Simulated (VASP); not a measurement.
**TiAl3: single point with r2SCAN+D3(BJ)**

TiAl3, a slab with vacuum:

```
CELL_PARAMETERS angstrom
5.59416 0.00000 0.00000
0.00000 7.91134 0.00000
0.00000 0.00000 15.19562
ATOMIC_POSITIONS crystal
Ti 0.00000 0.00000 0.06581
Ti 0.51697 0.97193 0.25765
Ti 0.00000 0.50000 0.06581
Ti 0.50213 0.48521 0.24479
Al 0.50000 0.00000 0.06581
Al 0.24595 0.22312 0.15923
Al 0.75518 0.20698 0.17514
Al 0.02058 0.97452 0.27291
Al 0.75227 0.26154 0.34484
Al 0.22359 0.26195 0.37000
Al 0.50000 0.50000 0.06581
Al 0.25353 0.74085 0.16665
Al 0.76292 0.77212 0.13810
Al 0.98184 0.47747 0.23500
Al 0.74835 0.69977 0.33891
Al 0.21519 0.67392 0.34178
```

* Program: VASP 6.6.1
* Task: single point
* Functional: r2SCAN
* Dispersion: D3(BJ)
* Potentials or basis: VASP PAW PBE potentials, release 64 (Ti_sv, Al)
* Cutoff: 520 eV
* k mesh: 3 × 2 × 1
* Occupations: fermi-dirac, width 0.1 eV
* Spin: no spin polarisation
* Dipole correction: no
* Further INCAR settings: LREAL = Auto; ALGO = Normal; EDIFF = 1e-07; NBANDS = 56

```yaml
Largest_force: 2.378 eV/Å
Dispersion_energy_per_atom: -0.105 eV
```

Forces in eV/Å, atoms in the order of the input:
```
Ti   0.564  0.081  0.697
Ti  -0.830  0.179  0.352
Ti   0.121 -0.594  0.373
Ti  -0.540 -0.477 -0.638
Al  -0.242  0.129 -0.367
Al   0.289  0.591  0.270
Al   0.077  0.958 -1.488
Al  -0.356  0.186  0.177
Al  -0.203 -0.547  0.628
Al   0.488 -0.112 -1.212
Al  -0.001 -0.281 -0.280
Al  -0.097  0.187 -1.030
Al  -0.569 -1.932  1.264
Al   0.528  0.114  0.649
Al   0.038  0.684 -0.007
Al   0.734  0.836  0.614
```

Levels at points of the mesh, in eV from the Fermi level:
```
           k point  band 40  band 41  band 42  band 43  band 44  band 45
(0.00, 0.00, 0.00)    -0.40    -0.17    -0.10     0.08     0.18     0.50
(0.00, 0.50, 0.00)    -0.60    -0.25    -0.21     0.11     0.27     0.52
```

Wall time 39 min on 1 thread of Intel Xeon 8259CL, on a shared host, peak memory 0.75 GiB.

Caveat: the k points lie up to 0.40 Å⁻¹ apart; the atoms stand as in a frame of molecular dynamics; the PAW data sets were made with another functional, which shifts forces and pressure a little.
